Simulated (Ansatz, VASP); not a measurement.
**One calculation of Si, two programs**

```
Si
1.0
     0.00000    2.75267    2.64257
     2.75267    0.00000    2.64257
     2.75267    2.75267    0.00000
Si
2
Direct
  0.50000 0.50000 0.50000
  0.75000 0.75000 0.75000
```

Alike in both runs: task single point; functional PBE; k mesh 10 × 10 × 10; occupations gaussian, width 0.05 eV; no spin polarisation.

```csv
,VASP,Ansatz
version,VASP 6.6.1,Ansatz 0.2.0
potentials or method,"VASP PAW PBE potentials, release 64 (Si), cutoff 520 eV","scalar-relativistic, plane waves, PAW"
valence electrons in the cell,8,8
```

Ansatz gave:

```
gap on the k mesh at the Fermi level (eV)                     : 0.15
least direct gap on the mesh (eV)                             : 2.28
pressure (GPa)                                                : 2.0
traceless stress, the component that is largest in VASP (GPa) : 2.44
```

**Question.** Estimate VASP's values.

**Answer.** gap on the k mesh at the Fermi level (eV): 0.15; least direct gap on the mesh (eV): 2.29; pressure (GPa): 1.9; traceless stress, the component that is largest in VASP (GPa): 2.45.
